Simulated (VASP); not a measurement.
# Mo (Pm-3m) in VASP: a series of runs

The runs below take Mo through single point, relaxation of cell and atoms, with revPBE.

All numbers are computed with VASP 6.6.1; they aren't measurements. Logs are shortened: lines on timing, memory, paths and dates and some standing lists are left out, and cuts for length are marked.

### 1 The cell of the first run

The structure is cubic, space group Pm-3m (No. 221). Conventional cell: a = 2.578 Å, b = 2.578 Å, c = 2.578 Å, α = 90.00°, β = 90.00°, γ = 90.00°. Mo (site symmetry m-3m) has 6 Mo at 2.58 Å within 3.4 Å.

### 2 Single point, revPBE (volume scaled by 0.96)

File INCAR:

```
ALGO     = Normal         # electronic algorithm
EDIFF    = 1E-6           # SCF threshold, eV
ENCUT    = 520            # plane-wave cutoff, eV
GGA      = RE             # functional
ISIF     = 2              # what is computed and relaxed
ISMEAR   = -1             # smearing method
LASPH    = T              # aspherical terms in the spheres
LCHARG   = F              # write CHGCAR
LREAL    = F              # projectors in reciprocal space
LWAVE    = F              # write WAVECAR
NBANDS   = 13             # bands
NELM     = 100            # most SCF steps
PREC     = Accurate       # precision mode
SIGMA    = 0.1            # smearing width, eV
```

File KPOINTS:

```
k-points
0
Gamma
  14 14 14
```

File POSCAR:

```
Mo
1.0
    2.5784071332      0.0000000000      0.0000000000
    0.0000000000      2.5784071332      0.0000000000
    0.0000000000      0.0000000000      2.5784071332
Mo
1
Direct
    0.0000000000      0.0000000000      0.0000000000
```

Potentials or basis: VASP PAW PBE potentials, release 64 (Mo_sv).

Run with:

```sh
$ cat potpaw_PBE.64/Mo_sv/POTCAR > POTCAR
$ mpirun -np 1 vasp_std > vasp.out
```

OUTCAR:

```text
EDIFF = 1E-6
   ENCUT = 520
   GGA = RE
   ISIF = 2
   ISMEAR = -1
   LASPH = T
   LREAL = F
   NELM = 100
   PREC = Accurate

 ion  position               nearest neighbor table
   1  0.000  0.000  0.000-

  LATTYP: Found a simple cubic cell.
 ALAT       =     2.5784071332

  Lattice vectors:

 A1 = (   2.5784071332,   0.0000000000,   0.0000000000)
 A2 = (   0.0000000000,   2.5784071332,   0.0000000000)
 A3 = (   0.0000000000,   0.0000000000,   2.5784071332)

Analysis of symmetry for initial positions (statically):
=====================================================================
 Subroutine PRICEL returns:
 Original cell was already a primitive cell.

 Routine SETGRP: Setting up the symmetry group for a
 simple cubic supercell.

 Subroutine GETGRP returns: Found 48 space group operations
 (whereof 48 operations were pure point group operations)
 out of a pool of 48 trial point group operations.

The static configuration has the point symmetry O_h .

Analysis of symmetry for dynamics (positions and initial velocities):
=====================================================================
 Subroutine PRICEL returns:
 Original cell was already a primitive cell.

 Routine SETGRP: Setting up the symmetry group for a
 simple cubic supercell.

 Subroutine GETGRP returns: Found 48 space group operations
 (whereof 48 operations were pure point group operations)
 out of a pool of 48 trial point group operations.

The dynamic configuration has the point symmetry O_h .

 Subroutine INISYM returns: Found 48 space group operations
 (whereof 48 operations are pure point group operations),
 and found     1 'primitive' translations

----------------------------------------------------------------------------------------

                                     Primitive cell

  volume of cell :      17.1417

  direct lattice vectors                    reciprocal lattice vectors
     2.578407133  0.000000000  0.000000000     0.387836346  0.000000000  0.000000000
     0.000000000  2.578407133  0.000000000     0.000000000  0.387836346  0.000000000
     0.000000000  0.000000000  2.578407133     0.000000000  0.000000000  0.387836346

  length of vectors
     2.578407133  2.578407133  2.578407133     0.387836346  0.387836346  0.387836346

  position of ions in fractional coordinates (direct lattice)
     0.000000000  0.000000000  0.000000000

  ion indices of the primitive-cell ions
   primitive index   ion index
                 1           1

----------------------------------------------------------------------------------------

 KPOINTS: k-points

Automatic generation of k-mesh.
 Grid dimensions read from file:
 generate k-points for:   14   14   14

 Generating k-lattice:

  Cartesian coordinates                     Fractional coordinates (reciprocal lattice)
     0.027702596  0.000000000  0.000000000     0.071428571  0.000000000  0.000000000
     0.000000000  0.027702596  0.000000000     0.000000000  0.071428571  0.000000000
     0.000000000  0.000000000  0.027702596     0.000000000  0.000000000  0.071428571

  Length of vectors
     0.027702596  0.027702596  0.027702596

  Shift w.r.t. Gamma in fractional coordinates (k-lattice)
     0.000000000  0.000000000  0.000000000

 Subroutine IBZKPT returns following result:
 ===========================================

 Found    120 irreducible k-points:

 Following reciprocal coordinates:
            Coordinates               Weight
  0.000000  0.000000  0.000000      1.000000
  0.071429  0.000000  0.000000      6.000000
  0.142857  0.000000  0.000000      6.000000
  0.214286  0.000000  0.000000      6.000000
  0.285714  0.000000  0.000000      6.000000
  0.357143  0.000000  0.000000      6.000000
[... 16 lines left out ...]
  0.285714  0.214286  0.000000     24.000000
  0.357143  0.214286  0.000000     24.000000
 [... further k-points ...]
   k-points           NKPTS =    120   k-points in BZ     NKDIM =    120   number of bands    NBANDS=     13
   number of dos      NEDOS =    301   number of ions     NIONS =      1
   total plane-waves  NPLWV =   8000
   dimension x,y,z NGX =    20 NGY =   20 NGZ =   20
   dimension x,y,z NGXF=    40 NGYF=   40 NGZF=   40
   ions per type =               1
   NGX,Y,Z   is equivalent  to a cutoff of  12.90, 12.90, 12.90 a.u.
   NGXF,Y,Z  is equivalent  to a cutoff of  25.79, 25.79, 25.79 a.u.
 SYSTEM =  unknown system
   PREC   = accura    normal or accurate (medium, high low for compatibility)
   ISTART =      0    job   : 0-new  1-cont  2-samecut
   ICHARG =      2    charge: 1-file 2-atom 10-const
   ISPIN  =      1    spin polarized calculation?
   LNONCOLLINEAR =      F non collinear calculations
   LSORBIT =      F    spin-orbit coupling
   LASPH  =      T    aspherical Exc in radial PAW
   ENCUT  =  520.0 eV  38.22 Ry    6.18 a.u.   4.79  4.79  4.79*2*pi/ulx,y,z
   NELM   =    100;   NELMIN=  2; NELMDL= -5     # of ELM steps
   EDIFF  = 0.1E-05   stopping-criterion for ELM
   LREAL  =      F    real-space projection
   EDIFFG = 0.1E-04   stopping-criterion for IOM
   NSW    =      0    number of steps for IOM
   IBRION =     -1    ionic relax: 0-MD 1-quasi-New 2-CG
   NFREE  =      0    steps in history (QN), initial steepest desc. (CG)
   ISIF   =      2    stress and relaxation
   ISYM   =      2    0-nonsym 1-usesym 2-fastsym
   POTIM  = 0.5000    time-step for ionic-motion
   TEBEG  =    0.0;   TEEND  =   0.0 temperature during run
   PSTRESS=    0.0 pullay stress
   NELECT =      14.0000    total number of electrons
   NUPDOWN=      -1.0000    fix difference up-down
   EMIN   =  10.00;   EMAX   =-10.00  energy-range for DOS
   EFERMI =   0.00;   METHOD = LEGACY
   ISMEAR =    -1;   SIGMA  =   0.10  broadening in eV -4-tet -1-fermi 0-gaus
   EFERMI_NEDOS =   21; number of points for ismear=-14 and -15
   IALGO  =     38    algorithm
   IMIX   =      4    mixing-type and parameters
     AMIX     =   0.40;   BMIX     =  1.00
     AMIX_MAG =   1.60;   BMIX_MAG =  1.00
  volume/ion in A,a.u.               =      17.14       115.68
  Fermi-wavevector in a.u.,A,eV,Ry     =   1.530263  2.891777 31.860820  2.341704
  Thomas-Fermi vector in A             =   2.637770
   LORBIT       =      0    0 simple, 1 ext, 2 COOP (PROOUT), +10 PAW based schemes
   GGA     = RE    functional components
   LHFCALC =     F    Hartree Fock is set to
   AEXX    =    0.0000 exact exchange contribution
   IVDW    =     0    specifies the selected vdW correction
   LEPSILON=     F    determine dielectric tensor
   LRPA    =     F    only Hartree local field effects (RPA)
 non-spin polarized calculation
  energy-cutoff  :      520.00
  volume of cell :       17.14
 maximum number of plane-waves:       480
 NGX is ok and might be reduce to    20
   NGX =  9   NGY =  9   NGZ =  9

 number of electron      13.9999993 magnetization

 Free energy of the ion-electron system (eV)
  ---------------------------------------------------
  ext. energy  EPLUGINS =         0.00000000
  ---------------------------------------------------
  free energy    TOTEN  =        -9.34427170 eV

  energy without entropy =       -9.30744772  energy(sigma->0) =       -9.32585971

 E-fermi :  11.1252     XC(G=0): -12.6813

 val. band max:       11.1199796888   @ k =   0.3571   0.3571   0.1429
 cond. band min:      11.1989672488   @ k =   0.3571   0.3571   0.2143
 fundamental gap:      0.0789875599
 Fermi energy:        11.1252308324

 k-point     1 :       0.0000    0.0000    0.0000
  band No.  band energies     occupation
      1     -50.0118      2.00000
      2     -23.2305      2.00000
      3     -23.2305      2.00000
      4     -23.2305      2.00000
      5       4.5634      2.00000
      6       6.8112      2.00000
      7       6.8112      2.00000
      8      15.0732      0.00000
      9      15.0732      0.00000
     10      15.0732      0.00000
     11      26.8260      0.00000
     12      26.8260      0.00000
     13      26.8260      0.00000

 k-point     2 :       0.0714    0.0000    0.0000
  band No.  band energies     occupation
      1     -50.0013      2.00000
      2     -23.3154      2.00000
      3     -23.2233      2.00000
      4     -23.2233      2.00000
      5       4.7229      2.00000
      6       6.8519      2.00000
      7       6.9943      2.00000
      8      14.8474      0.00000
      9      14.8474      0.00000
     10      15.0894      0.00000
     11      26.0150      0.00000
     12      27.1514      0.00000
     13      27.1514      0.00000

 k-point     3 :       0.1429    0.0000    0.0000
  band No.  band energies     occupation
      1     -49.9718      2.00000
      2     -23.5492      2.00000
      3     -23.2031      2.00000
      4     -23.2031      2.00000
      5       5.1453      2.00000
      6       6.9682      2.00000
      7       7.5527      2.00000
      8      14.2680      0.00000
      9      14.2680      0.00000
     10      15.1351      0.00000
     11      24.3520      0.00000
     12      28.0142      0.00000
     13      28.0142      0.00000

 k-point     4 :       0.2143    0.0000    0.0000
  band No.  band energies     occupation
      1     -49.9287      2.00000
      2     -23.8772      2.00000
      3     -23.1737      2.00000
      4     -23.1737      2.00000
      5       5.7125      2.00000
      6       7.1425      2.00000
      7       8.4599      2.00000
      8      13.5352      0.00000
      9      13.5352      0.00000
     10      15.2020      0.00000
     11      22.6572      0.00000
     12      29.1710      0.00000
     13      29.1767      0.00000

 k-point     5 :       0.2857    0.0000    0.0000
  band No.  band energies     occupation
      1     -49.8804      2.00000
      2     -24.2287      2.00000
      3     -23.1409      2.00000
      4     -23.1409      2.00000
      5       6.3315      2.00000
      6       7.3455      2.00000
      7       9.5509      2.00000
      8      12.8235      0.00000
      9      12.8235      0.00000
     10      15.2774      0.00000
     11      21.3100      0.00000
     12      27.5985      0.00000
     13      30.4227      0.00000
[... 257 lines left out ...]
 k-point    22 :       0.2143    0.2143    0.0000
  band No.  band energies     occupation
      1     -49.8467      2.00000
      2     -23.8271      2.00000
      3     -23.7859      2.00000
      4     -23.1181      2.00000
      5       6.6722      2.00000
      6       8.1281      2.00000
      7       9.2853      2.00000
      8      12.1893      0.00005
      9      13.5656      0.00000
     10      13.9182      0.00000
     11      23.8633      0.00000
     12      25.0070      0.00000
     13      29.7200      0.00000

 k-point    23 :       0.2857    0.2143    0.0000
  band No.  band energies     occupation
      1     -49.7991      2.00000
      2     -24.1522      2.00000
      3     -23.7646      2.00000
      4     -23.0860      2.00000
      5       7.0917      2.00000
      6       8.2797      2.00000
      7       9.9854      1.99998
      8      12.2056      0.00004
      9      13.0201      0.00000
     10      13.8934      0.00000
     11      22.5608      0.00000
     12      25.6119      0.00000
     13      29.0884      0.00000

 k-point    24 :       0.3571    0.2143    0.0000
  band No.  band energies     occupation
      1     -49.7557      2.00000
      2     -24.4523      2.00000
      3     -23.7282      2.00000
      4     -23.0569      2.00000
      5       7.4683      2.00000
      6       8.2562      2.00000
      7      10.1630      1.99987
      8      12.4806      0.00000
      9      13.1616      0.00000
     10      13.9810      0.00000
     11      21.3232      0.00000
     12      26.4586      0.00000
     13      28.4246      0.00000

 [... further k-points ...]
[... 5 lines left out ...]
  --------------------------------------------------------------------------------------
  -------------------------------------------------------------------------------------
  Total        0.8071111      0.8071111      0.8071111      0.0000000      0.0000000      0.0000000
  in kB       75.4378731     75.4378731     75.4378731      0.0000000      0.0000000      0.0000000
  external PRESSURE =      75.4378731 kB  Pullay stress =       0.0000000 kB

 VOLUME and BASIS-vectors are now :
 -----------------------------------------------------------------------------
  energy-cutoff  :      520.00
  volume of cell :       17.14
      direct lattice vectors                 reciprocal lattice vectors
     2.578407133  0.000000000  0.000000000     0.387836346  0.000000000  0.000000000
     0.000000000  2.578407133  0.000000000     0.000000000  0.387836346  0.000000000
     0.000000000  0.000000000  2.578407133     0.000000000  0.000000000  0.387836346

 POSITION                                       TOTAL-FORCE (eV/Angst)
 -----------------------------------------------------------------------------------
      0.00000      0.00000      0.00000         0.000000      0.000000      0.000000
 -----------------------------------------------------------------------------------
    total drift:                               -0.000000      0.000000      0.000000

  FREE ENERGIE OF THE ION-ELECTRON SYSTEM (eV)
  ---------------------------------------------------
  free  energy   TOTEN  =        -9.3442716996 eV

  energy  without entropy=       -9.3074477153  energy(sigma->0) =       -9.32585971
```

Run time: 14 s. Hardware: 1 thread of Intel Xeon Platinum 8259CL at 2.50GHz (Skylake/Cascade Lake), shared host; peak memory 0.14 GiB.

Results:

| Item | Value |
| --- | --- |
| Free energy | -9.3443 eV |
| Pressure | 7.5 GPa |
| Band gap on the k mesh | zero (band 7 reaches 12.68 eV, above the bottom of band 8 at 10.33 eV) |

Levels at points of the mesh, in eV from the Fermi level:
| k point | band 4 | band 5 | band 6 | band 7 | band 8 | band 9 | band 10 | band 11 |
| --- | --- | --- | --- | --- | --- | --- | --- | --- |
| (0.00, 0.00, 0.00) | -34.36 | -6.56 | -4.31 | -4.31 | 3.95 | 3.95 | 3.95 | 15.70 |
| (0.50, 0.00, 0.00) | -34.21 | -3.53 | -3.40 | 0.09 | 0.63 | 0.63 | 4.29 | 9.40 |
| (0.50, 0.50, 0.00) | -34.07 | -5.50 | -2.31 | 1.31 | 1.31 | 5.91 | 5.91 | 6.24 |
| (0.50, 0.50, 0.50) | -35.50 | -3.87 | -3.87 | -3.87 | 6.47 | 6.47 | 7.64 | 13.14 |

Caveat: the cell differs from its parent crystal (volume scaled by 0.96); the PAW data sets were made with another functional, which shifts forces and pressure a little.

### 3 Single point, revPBE

This run uses another cell than the first one, of 17.86 Å³/atom, 1.042 times its volume.

File INCAR:

```
PREC = Accurate
ENCUT = 520
EDIFF = 1E-6
ISMEAR = -1
SIGMA = 0.1
LREAL = F
LASPH = T
NELM = 60
ALGO = Normal
ISIF = 2
LWAVE = F
LCHARG = F
GGA = RE
NBANDS = 13
```

File KPOINTS:

```
Automatic mesh
0
Gamma
  14 14 14
```

File POSCAR:

```
Mo
1.0
    2.6137321685      0.0000000000      0.0000000000
    0.0000000000      2.6137321685      0.0000000000
    0.0000000000      0.0000000000      2.6137321685
Mo
1
Direct
    0.0000000000      0.0000000000      0.0000000000
```

Potentials or basis: VASP PAW PBE potentials, release 64 (Mo_sv).

Run with:

```sh
$ cat potpaw_PBE.64/Mo_sv/POTCAR > POTCAR
$ mpirun -np 1 vasp_std > vasp.out
```

OUTCAR:

```text
PREC = Accurate
   ENCUT = 520
   EDIFF = 1E-6
   ISMEAR = -1
   LREAL = F
   LASPH = T
   NELM = 60
   ISIF = 2
   GGA = RE

 ion  position               nearest neighbor table
   1  0.000  0.000  0.000-

  LATTYP: Found a simple cubic cell.
 ALAT       =     2.6137321685

  Lattice vectors:

 A1 = (   2.6137321685,   0.0000000000,   0.0000000000)
 A2 = (   0.0000000000,   2.6137321685,   0.0000000000)
 A3 = (   0.0000000000,   0.0000000000,   2.6137321685)

[... 552 lines left out ...]
      4     -23.7420      2.00000
      5       6.9962      2.00000
      6       7.8081      2.00000
      7       9.5810      1.99985
      8      11.8356      0.00000
      9      12.4399      0.00000
     10      13.2442      0.00000
     11      20.3837      0.00000
     12      25.4648      0.00000
     13      27.5737      0.00000

 [... further k-points ...]
[... 5 lines left out ...]
  --------------------------------------------------------------------------------------
  -------------------------------------------------------------------------------------
  Total       -0.0565900     -0.0565900     -0.0565900      0.0000000      0.0000000     -0.0000000
  in kB       -5.0777013     -5.0777013     -5.0777013      0.0000000      0.0000000     -0.0000000
  external PRESSURE =      -5.0777013 kB  Pullay stress =       0.0000000 kB

 VOLUME and BASIS-vectors are now :
 -----------------------------------------------------------------------------
  energy-cutoff  :      520.00
  volume of cell :       17.86
      direct lattice vectors                 reciprocal lattice vectors
     2.613732168  0.000000000  0.000000000     0.382594671  0.000000000  0.000000000
     0.000000000  2.613732168  0.000000000     0.000000000  0.382594671  0.000000000
     0.000000000  0.000000000  2.613732168     0.000000000  0.000000000  0.382594671

 POSITION                                       TOTAL-FORCE (eV/Angst)
 -----------------------------------------------------------------------------------
      0.00000      0.00000      0.00000         0.000000      0.000000      0.000000
 -----------------------------------------------------------------------------------
    total drift:                               -0.000000      0.000000      0.000000

  FREE ENERGIE OF THE ION-ELECTRON SYSTEM (eV)
  ---------------------------------------------------
  free  energy   TOTEN  =        -9.3596650049 eV

  energy  without entropy=       -9.3206446807  energy(sigma->0) =       -9.34015484
```

OSZICAR:

```text
N       E                     dE             d eps       ncg     rms          rms(c)
DAV:   1     0.946485823643E+02    0.94649E+02   -0.79957E+03  3136   0.109E+03
DAV:   2    -0.850977774426E+01   -0.10316E+03   -0.98792E+02  3600   0.304E+02
DAV:   3    -0.975722475067E+01   -0.12474E+01   -0.12425E+01  3525   0.335E+01
DAV:   4    -0.976037291299E+01   -0.31482E-02   -0.31480E-02  3465   0.207E+00
DAV:   5    -0.976039592999E+01   -0.23017E-04   -0.23019E-04  3610   0.159E-01    0.112E+01
DAV:   6    -0.939611778907E+01    0.36428E+00   -0.52213E-01  3155   0.839E+00    0.348E+00
DAV:   7    -0.936033674323E+01    0.35781E-01   -0.86579E-02  3415   0.327E+00    0.753E-01
DAV:   8    -0.935962295849E+01    0.71378E-03   -0.37197E-03  3210   0.754E-01    0.572E-02
DAV:   9    -0.935966076005E+01   -0.37802E-04   -0.49625E-05  3755   0.916E-02    0.461E-02
DAV:  10    -0.935966466150E+01   -0.39014E-05   -0.18362E-05  3305   0.507E-02    0.322E-03
DAV:  11    -0.935966500493E+01   -0.34343E-06   -0.22183E-07  1855   0.601E-03
   1 F= -.93596650E+01 E0= -.93401548E+01  d E =-.390203E-01
```

Wall time 16 s (1 thread of Intel Xeon Platinum 8259CL at 2.50GHz (Skylake/Cascade Lake), shared host); peak memory 0.14 GiB.

What came out:

| Item | Value |
| --- | --- |
| Free energy | -9.3597 eV |
| Pressure | -0.5 GPa |
| Band gap on the k mesh | zero (band 7 reaches 12.02 eV, above the bottom of band 8 at 9.75 eV) |

Caveat: the PAW data sets were made with another functional, which shifts forces and pressure a little.

[end of part 1 of 2]
